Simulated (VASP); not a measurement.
**MgO (de600): vibrations by perturbation theory with LDA**

MgO (de600):

```
CELL_PARAMETERS angstrom
0.00000 2.08044 2.08044
2.08044 0.00000 2.08044
2.08044 2.08044 0.00000
ATOMIC_POSITIONS crystal
Mg 0.00000 0.00000 0.00000
O 0.50000 0.50000 0.50000
```

```yaml
Program: VASP 6.6.1
Task: vibrations by perturbation theory
Functional: LDA
Potentials_or_basis: VASP PAW LDA potentials, release 64 (Mg, O)
Cutoff: 520 eV
k_mesh: 8 × 8 × 8
Occupations: gaussian, width 0.01 eV
Spin: no spin polarisation
Dipole_correction: no
Further_INCAR_settings: ALGO = Normal; EDIFF = 1e-08; IBRION = 8; NSW = 1
```

```json
{
 "Electronic dielectric tensor (diagonal)": "3.11",
 "Born charges (mean of the diagonal)": "Mg +1.95; O -1.95 e",
 "Highest phonon frequency at Γ, LO-TO splitting left out": "413 cm⁻¹"
}
```

Phonon frequencies in cm⁻¹ (negative: imaginary):
```tsv
q point	frequencies
(0.000, 0.000, 0.000)	0 0 0 413 413 413
```

Electronic dielectric tensor:
```
3.11 0.00 0.00
0.00 3.11 0.00
0.00 0.00 3.11
```

Born effective charge tensors (e):
atom 1, Mg
```
1.95 0.00 0.00
0.00 1.95 0.00
0.00 0.00 1.95
```
atom 2, O
```
-1.95  0.00  0.00
 0.00 -1.95  0.00
 0.00  0.00 -1.95
```

Run time: 23 s on 1 thread of Intel(R) Xeon(R) 6975P-C (Granite Rapids), on a shared host, peak memory 0.16 GiB.

Caveat: the cell wasn't relaxed at this level first, which shifts response properties.
